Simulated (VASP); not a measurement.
## MgS: relaxation of cell and atoms with LDA

MgS:

```
Mg S
1.0
     4.05378    0.00000    0.00000
    -2.02689    3.51068    0.00000
     0.00000    0.00000    6.49150
Mg S
2 2
Direct
  0.33333 0.66667 0.99706
  0.66667 0.33333 0.49706
  0.33333 0.66667 0.37794
  0.66667 0.33333 0.87794
```

```
Program                : VASP 6.6.1
Task                   : relaxation of cell and atoms
Functional             : LDA
Potentials or basis    : VASP PAW LDA potentials, release 64 (Mg, S)
Cutoff                 : 600 eV
k mesh                 : 6 × 6 × 4
Occupations            : fermi-dirac, width 0.02 eV
Spin                   : no spin polarisation
Dipole correction      : no
Further INCAR settings : ALGO = Normal; EDIFF = 1e-06; IBRION = 2; EDIFFG = -0.005; NSW = 80; ISIF = 3
```

| Item | Value |
| --- | --- |
| Relaxed volume | 21.76 Å³/atom |
| Relaxed cell | a = 3.976 Å, b = 3.976 Å, c = 6.356 Å, α = 90.00°, β = 90.00°, γ = 120.00° |
| Space group after relaxing (to 0.1 Å) | P6_3mc (No. 186) |
| Energy gained by relaxing | 14.4 meV/atom |
| Ionic steps | 8 |
| Pressure after relaxing | 0.0 GPa |
| Band gap on the k mesh | 3.39 eV |

Forces in eV/Å, atoms in the order of the input:
```
Mg   0.000  0.000 -0.002
Mg   0.000  0.000 -0.002
S    0.000  0.000  0.002
S    0.000  0.000  0.002
```

The path:
```tsv
step	energy change (eV)	largest force (eV/Å)	pressure (GPa)	volume (Å³)
1	0.0000	0.0060	-3.29	92.38
2	-0.0557	0.0077	0.66	86.18
3	-0.0575	0.0052	0.00	87.06
4	-0.0575	0.0049	-0.07	87.17
5	-0.0575	0.0066	-0.07	87.16
6	-0.0575	0.0117	-0.06	87.15
7	-0.0575	0.0085	-0.04	87.11
8	-0.0575	0.0021	0.02	87.02
```

Final structure:
```
CELL_PARAMETERS angstrom
3.97609 0.00000 0.00000
-1.98804 3.44339 0.00000
0.00000 0.00000 6.35618
ATOMIC_POSITIONS crystal
Mg 0.33333 0.66667 0.99682
Mg 0.66667 0.33333 0.49682
S 0.33333 0.66667 0.37818
S 0.66667 0.33333 0.87818
```

Levels at points of the mesh, in eV from the valence-band top:
```
           k point  band 6  band 7  band 8  band 9  band 10  band 11
(0.00, 0.00, 0.00)   -0.13   -0.13    0.00    3.39     4.61     7.40
(0.50, 0.00, 0.00)   -1.30   -1.01   -0.47    4.53     5.02     5.73
(0.00, 0.00, 0.50)   -0.36   -0.36   -0.36    4.88     4.88     7.55
(0.50, 0.00, 0.50)   -0.92   -0.86   -0.86    4.46     4.46     6.17
```

Run time: 2.6 min on 1 thread of Intel Xeon 8259CL, with other jobs on the host, peak memory 0.21 GiB.
